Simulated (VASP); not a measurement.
Write the native input for VASP 6.6.1 that does the following.

| Property | Result |
| --- | --- |
| Task | single point |
| Functional | LDA |
| Potentials or basis | VASP PAW LDA potentials, release 64 (Sb, S, Li_sv, O) |
| Cutoff | 520 eV |
| k mesh | 5 × 5 × 5 |
| Occupations | fermi-dirac, width 0.0487 eV |
| Spin | no spin polarisation |
| Dipole correction | no |
| Further INCAR settings | ALGO = Normal; EDIFF = 1e-06; NBANDS = 43 |

The structure of Li3SbS2O6 lies in POSCAR:

```
Li3SbS2O6
1.0
    2.7465010000      4.7522720000      0.0000000000
    2.7465010000     -4.7522720000      0.0000000000
    1.8422880000      0.0000000000     -5.1467170000
Sb S Li O
1 2 3 6
Direct
    0.0000000000      0.0000000000      0.0000000000
    0.3337000000      0.6663000000      0.0000000000
    0.6663000000      0.3337000000      0.0000000000
    0.1640000000      0.8360000000      0.5000000000
    0.8360000000      0.1640000000      0.5000000000
    0.5000000000      0.5000000000      0.5000000000
    0.7632000000      0.7632000000      0.7710000000
    0.2368000000      0.2368000000      0.2290000000
    0.4083000000      0.0873000000      0.7717000000
    0.9127000000      0.5917000000      0.2283000000
    0.5917000000      0.9127000000      0.2283000000
    0.0873000000      0.4083000000      0.7717000000
```

One way to write it, as run:

INCAR

```
SYSTEM = Li3SbS2O6
  PREC = Accurate
  ENCUT = 520
  EDIFF = 1E-6
  ISMEAR = -1
  SIGMA = 0.0487
  LREAL = .False.
  LASPH = .True.
  NELM = 80
  ALGO = Normal
  ISIF = 2
  LWAVE = .False.
  LCHARG = .False.
  NBANDS = 43
```

KPOINTS

```
Automatic mesh
0
Gamma
  5 5 5
  0 0 0
```

Potentials or basis: VASP PAW LDA potentials, release 64 (Sb, S, Li_sv, O).

The run is started by

```bash
$ cat potpaw_LDA.64/Sb/POTCAR potpaw_LDA.64/S/POTCAR potpaw_LDA.64/Li_sv/POTCAR potpaw_LDA.64/O/POTCAR > POTCAR
$ mpirun -np 1 vasp_std > vasp.out
```

Results of the run:

| Property | Result |
| --- | --- |
| Largest force | 0.974 eV/Å |
| Band gap on the k mesh | zero (bands 31 and 32 overlap by 0.45 eV) |

Caveat: spin-orbit coupling is left out, which moves the levels of the heavy elements.

It took 5.6 min on 1 thread of AMD EPYC 7R43 64-Core Processor (Zen 3), with other jobs on the host, peak memory 0.3 GiB.
